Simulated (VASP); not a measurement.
# PtSe2 (P-3m1) in VASP: notebook

Aim: see how the results for PtSe2 move with the level of theory and the settings. Levels: PBEsol+D4, PBEsol+D3(BJ), HSE06, r2SCAN+U. Tasks: single point, relaxation of cell and atoms.

All numbers are computed with VASP 6.6.1; they aren't measurements. Logs are shortened: lines on timing, memory, paths and dates and some standing lists are left out, and cuts for length are marked.

## (1) The cell of the first run

The structure is trigonal, space group P-3m1 (No. 164). Conventional cell: a = 3.745 Å, b = 3.745 Å, c = 4.708 Å, α = 90.00°, β = 90.00°, γ = 120.00°. Pt (site symmetry -3m) has 6 Se at 2.51 Å within 3.3 Å. Within 3.4 Å of Se (site symmetry 3m) lie 3 Pt at 2.51 Å and 6 Se at 3.07 to 3.33 Å.

## (2) Single point, PBEsol+D4

Input file INCAR:

```
PREC     = Accurate       # precision mode
ENCUT    = 520            # plane-wave cutoff, eV
EDIFF    = 1E-6           # SCF threshold, eV
ISMEAR   = -1             # smearing method
SIGMA    = 0.05           # smearing width, eV
LREAL    = False          # projectors in reciprocal space
LASPH    = True           # aspherical terms in the spheres
NELM     = 60             # most SCF steps
ALGO     = Normal         # electronic algorithm
ISIF     = 2              # what is computed and relaxed
LWAVE    = False          # write WAVECAR
LCHARG   = True           # write CHGCAR
GGA      = PS             # functional
IVDW     = 13             # dispersion correction
LELF     = True           # ELF
LVHAR    = True         
NBANDS   = 18             # bands
```

Input file KPOINTS:

```
Automatic mesh
0
Gamma
  8 8 5
```

Input file POSCAR:

```
PtSe2
1.0
    3.7448125394      0.0000000000      0.0000000000
   -1.8724062697      3.2431027915      0.0000000000
    0.0000000000      0.0000000000      4.7075280028
Pt Se
1 2
Direct
    0.0000000000      0.0000000000      0.0000000000
    0.6666666667      0.3333333333      0.7308144565
    0.3333333333      0.6666666667      0.2691855435
```

Potentials or basis: VASP PAW PBE potentials, release 64 (Pt, Se).

On the command line:

```sh
cat potpaw_PBE.64/Pt/POTCAR potpaw_PBE.64/Se/POTCAR > POTCAR
mpirun -np 1 vasp_std > vasp.out
```

OUTCAR:

```text
PREC = Accurate
   ENCUT = 520
   EDIFF = 1E-6
   ISMEAR = -1
   LREAL = False
   LASPH = True
   NELM = 60
   ISIF = 2
   GGA = PS
   IVDW = 13

 ion  position               nearest neighbor table
   1  0.000  0.000  0.000-   2 2.51   3 2.51   3 2.51   2 2.51   2 2.51   3 2.51
   2  0.667  0.333  0.731-   1 2.51   1 2.51   1 2.51
   3  0.333  0.667  0.269-   1 2.51   1 2.51   1 2.51

  LATTYP: Found a hexagonal cell.
 ALAT       =     3.7448125394
 C/A-ratio  =     1.2570797479

  Lattice vectors:

 A1 = (   3.7448125394,   0.0000000000,   0.0000000000)
 A2 = (  -1.8724062697,   3.2431027915,   0.0000000000)
 A3 = (   0.0000000000,   0.0000000000,   4.7075280028)

Analysis of symmetry for initial positions (statically):
=====================================================================
 Subroutine PRICEL returns:
 Original cell was already a primitive cell.

 Routine SETGRP: Setting up the symmetry group for a
 hexagonal supercell.

 Subroutine GETGRP returns: Found 12 space group operations
 (whereof 12 operations were pure point group operations)
 out of a pool of 24 trial point group operations.

The static configuration has the point symmetry D_3d.

Analysis of symmetry for dynamics (positions and initial velocities):
=====================================================================
 Subroutine PRICEL returns:
 Original cell was already a primitive cell.

 Routine SETGRP: Setting up the symmetry group for a
 hexagonal supercell.

 Subroutine GETGRP returns: Found 12 space group operations
 (whereof 12 operations were pure point group operations)
 out of a pool of 24 trial point group operations.

The dynamic configuration has the point symmetry D_3d.

 Subroutine INISYM returns: Found 12 space group operations
 (whereof 12 operations are pure point group operations),
 and found     1 'primitive' translations

----------------------------------------------------------------------------------------

                                     Primitive cell

  volume of cell :      57.1720

  direct lattice vectors                    reciprocal lattice vectors
     3.744812539  0.000000000  0.000000000     0.267036064  0.154173343  0.000000000
    -1.872406270  3.243102792  0.000000000     0.000000000  0.308346687  0.000000000
     0.000000000  0.000000000  4.707528003     0.000000000  0.000000000  0.212425715

  length of vectors
     3.744812539  3.744812539  4.707528003     0.308346687  0.308346687  0.212425715

  position of ions in fractional coordinates (direct lattice)
     0.000000000  0.000000000  0.000000000
     0.666666667  0.333333333  0.730814456
     0.333333333  0.666666667  0.269185544

  ion indices of the primitive-cell ions
   primitive index   ion index
                 1           1
                 2           2
                 3           3

----------------------------------------------------------------------------------------

 KPOINTS: Automatic mesh

Automatic generation of k-mesh.
 Grid dimensions read from file:
 generate k-points for:    8    8    5

 Generating k-lattice:

  Cartesian coordinates                     Fractional coordinates (reciprocal lattice)
     0.033379508  0.019271668  0.000000000     0.125000000  0.000000000  0.000000000
     0.000000000  0.038543336  0.000000000     0.000000000  0.125000000  0.000000000
     0.000000000  0.000000000  0.042485143     0.000000000  0.000000000  0.200000000

  Length of vectors
     0.038543336  0.038543336  0.042485143

  Shift w.r.t. Gamma in fractional coordinates (k-lattice)
     0.000000000  0.000000000  0.000000000

 Subroutine IBZKPT returns following result:
 ===========================================

 Found     40 irreducible k-points:

 Following reciprocal coordinates:
            Coordinates               Weight
  0.000000  0.000000  0.000000      1.000000
  0.125000  0.000000  0.000000      6.000000
  0.250000  0.000000  0.000000      6.000000
  0.375000  0.000000  0.000000      6.000000
  0.500000  0.000000  0.000000      3.000000
  0.125000  0.125000  0.000000      6.000000
[... 16 lines left out ...]
 -0.125000  0.500000  0.200000     12.000000
  0.250000  0.250000  0.200000     12.000000
 [... further k-points ...]
   k-points           NKPTS =     40   k-points in BZ     NKDIM =     40   number of bands    NBANDS=     18
   number of dos      NEDOS =    301   number of ions     NIONS =      3
   total plane-waves  NPLWV =  28224
   dimension x,y,z NGX =    28 NGY =   28 NGZ =   36
   dimension x,y,z NGXF=    56 NGYF=   56 NGZF=   72
   ions per type =               1   2
   NGX,Y,Z   is equivalent  to a cutoff of  12.43, 12.43, 12.71 a.u.
   NGXF,Y,Z  is equivalent  to a cutoff of  24.86, 24.86, 25.43 a.u.
 SYSTEM =  unknown system
   PREC   = accura    normal or accurate (medium, high low for compatibility)
   ISTART =      0    job   : 0-new  1-cont  2-samecut
   ICHARG =      2    charge: 1-file 2-atom 10-const
   ISPIN  =      1    spin polarized calculation?
   LNONCOLLINEAR =      F non collinear calculations
   LSORBIT =      F    spin-orbit coupling
   LASPH  =      T    aspherical Exc in radial PAW
   ENCUT  =  520.0 eV  38.22 Ry    6.18 a.u.   6.96  6.96  8.75*2*pi/ulx,y,z
   NELM   =     60;   NELMIN=  2; NELMDL= -5     # of ELM steps
   EDIFF  = 0.1E-05   stopping-criterion for ELM
   LREAL  =      F    real-space projection
[... 7 lines left out ...]
   TEBEG  =    0.0;   TEEND  =   0.0 temperature during run
   PSTRESS=    0.0 pullay stress
   NELECT =      22.0000    total number of electrons
   NUPDOWN=      -1.0000    fix difference up-down
   EMIN   =  10.00;   EMAX   =-10.00  energy-range for DOS
   EFERMI =   0.00;   METHOD = LEGACY
   ISMEAR =    -1;   SIGMA  =   0.05  broadening in eV -4-tet -1-fermi 0-gaus
   EFERMI_NEDOS =   21; number of points for ismear=-14 and -15
   IALGO  =     38    algorithm
   IMIX   =      4    mixing-type and parameters
     AMIX     =   0.40;   BMIX     =  1.00
     AMIX_MAG =   1.60;   BMIX_MAG =  1.00
  volume/ion in A,a.u.               =      19.06       128.61
  Fermi-wavevector in a.u.,A,eV,Ry     =   1.190752  2.250194 19.291554  1.417889
  Thomas-Fermi vector in A             =   2.326829
   LORBIT       =      0    0 simple, 1 ext, 2 COOP (PROOUT), +10 PAW based schemes
   GGA     = PS    functional components
   LHFCALC =     F    Hartree Fock is set to
   AEXX    =    0.0000 exact exchange contribution
   IVDW    =    13    specifies the selected vdW correction
   LEPSILON=     F    determine dielectric tensor
   LRPA    =     F    only Hartree local field effects (RPA)
 non-spin polarized calculation
  energy-cutoff  :      520.00
  volume of cell :       57.17
 maximum number of plane-waves:      1554
   NGX = 13   NGY = 13   NGZ = 17

 number of electron      21.9999997 magnetization

 Free energy of the ion-electron system (eV)
  ---------------------------------------------------
  ext. energy  EPLUGINS =         0.00000000
  ---------------------------------------------------
  free energy    TOTEN  =       -15.89615572 eV

  energy without entropy =      -15.89275140  energy(sigma->0) =      -15.89445356

 E-fermi :   7.1262     XC(G=0): -11.1919

 val. band max:        7.0200559575   @ k =   0.3750   0.2500   0.0000
 cond. band min:       7.2580119134   @ k =   0.0000   0.3750   0.2000
 fundamental gap:      0.2379559559
 Fermi energy:         7.1261930749

 k-point     1 :       0.0000    0.0000    0.0000
  band No.  band energies     occupation
      1      -8.9120      2.00000
      2      -5.4739      2.00000
      3      -0.3182      2.00000
      4       0.6228      2.00000
      5       0.6228      2.00000
      6       3.1693      2.00000
[... 10 lines left out ...]
     17      14.2624      0.00000
     18      18.7127      0.00000

 k-point     2 :       0.1250    0.0000    0.0000
  band No.  band energies     occupation
      1      -8.7367      2.00000
      2      -5.5919      2.00000
      3      -0.1016      2.00000
      4       0.7361      2.00000
      5       0.8096      2.00000
      6       2.9090      2.00000
[... 10 lines left out ...]
     17      14.7567      0.00000
     18      16.8808      0.00000

 k-point     3 :       0.2500    0.0000    0.0000
  band No.  band energies     occupation
      1      -8.2466      2.00000
      2      -5.8895      2.00000
      3       0.4782      2.00000
      4       1.0261      2.00000
      5       1.1992      2.00000
      6       1.9289      2.00000
[... 10 lines left out ...]
     17      15.2551      0.00000
     18      15.4601      0.00000

 k-point     4 :       0.3750    0.0000    0.0000
  band No.  band energies     occupation
      1      -7.5633      2.00000
      2      -6.2887      2.00000
      3       0.2321      2.00000
      4       1.3183      2.00000
      5       1.3282      2.00000
      6       2.3217      2.00000
[... 375 lines left out ...]
      4       0.9964      2.00000
      5       1.8198      2.00000
      6       1.8700      2.00000
[... 10 lines left out ...]
     17      16.4331      0.00000
     18      17.0665      0.00000

 k-point    23 :      -0.1250    0.5000    0.2000
  band No.  band energies     occupation
      1      -7.1714      2.00000
      2      -6.4097      2.00000
      3      -0.3356      2.00000
      4       0.7552      2.00000
      5       1.3683      2.00000
      6       2.6280      2.00000
[... 10 lines left out ...]
     17      16.0696      0.00000
     18      17.6166      0.00000

 k-point    24 :       0.2500    0.2500    0.2000
  band No.  band energies     occupation
      1      -7.1595      2.00000
      2      -6.4409      2.00000
      3       0.2043      2.00000
      4       0.6515      2.00000
      5       1.1865      2.00000
      6       2.1732      2.00000
[... 10 lines left out ...]
     17      15.0726      0.00000
     18      16.3489      0.00000

 [... further k-points ...]

------------------------ aborting loop because EDIFF is reached ----------------------------------------

  DFT-D4 for vdW energy calculation

  Edisp (eV):   -0.91463

  FORCE on cell =-STRESS in cart. coord.  units (eV):
  Direction    XX          YY          ZZ          XY          YZ          ZX
  --------------------------------------------------------------------------------------
  -------------------------------------------------------------------------------------
  Total       0.03794     0.03794     0.01925    -0.00000     0.00000     0.00000
  in kB       1.06321     1.06321     0.53934    -0.00000     0.00000     0.00000
  external pressure =        0.89 kB  Pullay stress =        0.00 kB

 VOLUME and BASIS-vectors are now :
 -----------------------------------------------------------------------------
  energy-cutoff  :      520.00
  volume of cell :       57.17
      direct lattice vectors                 reciprocal lattice vectors
     3.744812539  0.000000000  0.000000000     0.267036064  0.154173343  0.000000000
    -1.872406270  3.243102792  0.000000000     0.000000000  0.308346687  0.000000000
     0.000000000  0.000000000  4.707528003     0.000000000  0.000000000  0.212425715

 POSITION                                       TOTAL-FORCE (eV/Angst)
 -----------------------------------------------------------------------------------
      0.00000      0.00000      0.00000         0.000000      0.000000      0.000000
      1.87241      1.08103      3.44033         0.000000     -0.000000     -0.017314
     -0.00000      2.16207      1.26720        -0.000000      0.000000      0.017314
 -----------------------------------------------------------------------------------
    total drift:                               -0.000000     -0.000000      0.000000

  FREE ENERGIE OF THE ION-ELECTRON SYSTEM (eV)
  ---------------------------------------------------
  free  energy   TOTEN  =       -16.8107816237 eV

  energy  without entropy=      -16.8073773037  energy(sigma->0) =      -16.80907946
```

Run time: 21 s. Hardware: 1 thread of Intel Xeon Platinum 8488C (Sapphire Rapids), shared host; peak memory 0.19 GiB.

What came out:

| Item | Value |
| --- | --- |
| Free energy | -16.8108 eV |
| Pressure | 0.1 GPa |
| Largest force | 0.017 eV/Å |
| Band gap on the k mesh | zero (bands 11 and 12 overlap by 0.97 eV) |
| Dispersion energy per atom | -0.305 eV |

Forces in eV/Å, atoms in the order of the input:
```
Pt   0.000  0.000  0.000
Se   0.000  0.000 -0.017
Se   0.000  0.000  0.017
```

Levels at points of the mesh, in eV from the Fermi level:
| k point | band 7 | band 8 | band 9 | band 10 | band 11 | band 12 | band 13 | band 14 | band 15 | band 16 |
| --- | --- | --- | --- | --- | --- | --- | --- | --- | --- | --- |
| (0.00, 0.00, 0.00) | -3.96 | -2.56 | -1.07 | -1.07 | 0.87 | 0.94 | 0.94 | 3.03 | 4.17 | 7.14 |
| (0.50, 0.00, 0.00) | -3.99 | -3.78 | -3.46 | -3.40 | -3.04 | 0.43 | 2.64 | 5.09 | 6.10 | 6.92 |

Caveat: the PAW data sets were made with another functional, which shifts forces and pressure a little; spin-orbit coupling is left out, which moves the levels of the heavy elements.

## (3) Relaxation of cell and atoms, PBEsol+D3(BJ)

This run uses another cell than the first one, of 20.27 Å³/atom.

Input file INCAR:

```
ALGO = Normal
EDIFF = 1E-7
EDIFFG = -0.01
ENCUT = 600
GGA = PS
IBRION = 2
ISIF = 3
ISMEAR = -1
IVDW = 12
LASPH = True
LCHARG = False
LREAL = False
LWAVE = False
NELM = 60
NSW = 60
PREC = Accurate
SIGMA = 0.05
```

Input file KPOINTS:

```
k-points
0
Gamma
  8 8 5
```

Input file POSCAR:

```
PtSe2
1.0
    3.7240000000      0.0000000000      0.0000000000
   -1.8620000000      3.2250786037      0.0000000000
    0.0000000000      0.0000000000      5.0620000000
Pt Se
1 2
Direct
    0.0000000000      0.0000000000      0.0000000000
    0.6666666667      0.3333333333      0.7500000000
    0.3333333333      0.6666666667      0.2500000000
```

Potentials or basis: VASP PAW PBE potentials, release 64 (Pt, Se).

On the command line:

```sh
cat potpaw_PBE.64/Pt/POTCAR potpaw_PBE.64/Se/POTCAR > POTCAR
mpirun -np 1 vasp_std > vasp.out
```

Wall time 6.8 min (1 thread of Intel Xeon Platinum 8488C (Sapphire Rapids), shared host); peak memory 0.23 GiB.

It converged, with:

```yaml
Free_energy: -17.2660 eV
Relaxed_volume: 18.72 Å³/atom
Relaxed_cell: a = 3.738 Å, b = 3.738 Å, c = 4.641 Å, α = 90.00°, β = 90.00°, γ = 120.00°
Space_group_after_relaxing_to_0.1_Å: P-3m1 (No. 164)
Energy_gained_by_relaxing: 32.9 meV/atom
Ionic_steps: 22
Pressure_after_relaxing: 0.0 GPa
Band_gap_on_the_k_mesh: zero (bands 11 and 12 overlap by 0.97 eV)
Dispersion_energy_per_atom: -0.463 eV
```

Step by step:
```tsv
step	energy change (eV)	largest force (eV/Å)	pressure (GPa)	volume (Å³)
1	0.0000	0.3637	-1.24	60.80
2	-0.0231	0.4684	0.37	59.42
3	-0.0398	0.6371	4.00	56.87
4	-0.0449	0.6035	3.92	56.74
5	-0.0584	0.4999	3.72	56.36
6	-0.0762	0.2768	3.47	55.58
7	-0.0655	0.2410	3.63	54.02
8	-0.0800	0.1331	3.49	55.07
9	-0.0883	0.0638	2.20	55.54
10	-0.0946	0.0831	-0.45	56.59
11	-0.0947	0.0664	-0.15	56.47
12	-0.0953	0.0554	-0.14	56.46
13	-0.0968	0.0219	-0.08	56.42
14	-0.0983	0.0447	0.02	56.36
15	-0.0984	0.0594	0.05	56.34
16	-0.0985	0.0369	-0.13	56.36
17	-0.0986	0.0082	-0.34	56.39
18	-0.0987	0.0047	-0.30	56.35
19	-0.0988	0.0044	-0.21	56.25
20	-0.0987	0.0237	-0.01	56.05
21	-0.0988	0.0111	-0.14	56.18
22	-0.0988	0.0009	-0.04	56.16
```

Final structure:
```
CELL_PARAMETERS angstrom
3.73792 0.00000 0.00000
-1.86896 3.23714 0.00000
0.00000 0.00000 4.64110
ATOMIC_POSITIONS crystal
Pt 0.00000 0.00000 0.00000
Se 0.66667 0.33333 0.72767
Se 0.33333 0.66667 0.27233
```

Levels at points of the mesh, in eV from the Fermi level:
| k point | band 7 | band 8 | band 9 | band 10 | band 11 | band 12 | band 13 | band 14 | band 15 |
| --- | --- | --- | --- | --- | --- | --- | --- | --- | --- |
| (0.00, 0.00, 0.00) | -3.99 | -2.58 | -1.09 | -1.09 | 0.85 | 0.85 | 0.91 | 2.95 | 4.25 |
| (0.50, 0.00, 0.00) | -4.12 | -3.73 | -3.49 | -3.43 | -3.08 | 0.41 | 2.73 | 5.17 | 6.17 |

Caveat: the PAW data sets were made with another functional, which shifts forces and pressure a little; spin-orbit coupling is left out, which moves the levels of the heavy elements.

## (4) Relaxation of cell and atoms, PBEsol+D4

This run uses another cell than the first one, of 20.27 Å³/atom.

Input file INCAR:

```
ALGO = Normal ; EDIFF = 1E-6
EDIFFG = -0.01 ; ENCUT = 600
GGA = PS ; IBRION = 2
ISIF = 3 ; ISMEAR = -1
IVDW = 13 ; LASPH = T
LCHARG = F ; LREAL = F
LWAVE = F ; NELM = 60
NSW = 60 ; PREC = Accurate
SIGMA = 0.05
```

KPOINTS is that of step 3.

POSCAR is that of step 3.

On the command line:

```sh
cat potpaw_PBE.64/Pt/POTCAR potpaw_PBE.64/Se/POTCAR > POTCAR
mpirun -np 1 vasp_std > vasp.out
```

Wall time 5.1 min (1 thread of Intel Xeon Platinum 8488C (Sapphire Rapids), shared host); peak memory 0.22 GiB.

The run converged. Its results:

- Free energy: -16.8111 eV
- Relaxed volume: 19.08 Å³/atom
- Relaxed cell: a = 3.747 Å, b = 3.747 Å, c = 4.707 Å, α = 90.00°, β = 90.00°, γ = 120.00°
- Space group after relaxing (to 0.1 Å): P-3m1 (No. 164)
- Energy gained by relaxing: 20.9 meV/atom
- Ionic steps: 18
- Pressure after relaxing: -0.1 GPa
- Band gap on the k mesh: zero (bands 11 and 12 overlap by 0.97 eV)
- Dispersion energy per atom: -0.305 eV

Step by step:
```
step  energy change (eV)  largest force (eV/Å)  pressure (GPa)  volume (Å³)
   1              0.0000                0.3626            0.08        60.80
   2             -0.0117                0.1632           -1.57        60.89
   3             -0.0150                0.0231           -3.02        60.97
   4             -0.0186                0.0321           -2.98        60.79
   5             -0.0288                0.0613           -2.83        60.25
   6             -0.0452                0.1338           -2.43        59.18
   7             -0.0531                0.3456           -1.11        57.05
   8             -0.0553                0.2447           -1.67        57.88
   9             -0.0595                0.1156           -0.59        57.57
  10             -0.0602                0.0344            0.09        57.38
  11             -0.0608                0.0260            0.05        57.39
  12             -0.0619                0.0000           -0.10        57.43
  13             -0.0617                0.0516           -0.38        57.50
  14             -0.0622                0.0219           -0.21        57.46
  15             -0.0623                0.0386            0.04        57.34
  16             -0.0623                0.0414            0.06        57.33
  17             -0.0625                0.0282            0.02        57.30
  18             -0.0626                0.0018           -0.06        57.23
```

Final structure:
```
Pt Se
1.0
     3.74664    0.00000    0.00000
    -1.87332    3.24469    0.00000
     0.00000    0.00000    4.70738
Pt Se
1 2
Direct
  0.00000 0.00000 0.00000
  0.66667 0.33333 0.73068
  0.33333 0.66667 0.26932
```

Levels at points of the mesh, in eV from the Fermi level:
| k point | band 7 | band 8 | band 9 | band 10 | band 11 | band 12 | band 13 | band 14 | band 15 |
| --- | --- | --- | --- | --- | --- | --- | --- | --- | --- |
| (0.00, 0.00, 0.00) | -3.95 | -2.56 | -1.07 | -1.07 | 0.87 | 0.94 | 0.94 | 3.03 | 4.16 |
| (0.50, 0.00, 0.00) | -3.99 | -3.77 | -3.45 | -3.39 | -3.04 | 0.43 | 2.64 | 5.09 | 6.10 |

Caveat: the PAW data sets were made with another functional, which shifts forces and pressure a little; spin-orbit coupling is left out, which moves the levels of the heavy elements.

[end of part 1 of 2]

The gap in the log of VASP goes by the Fermi energy; the results here count the filled bands.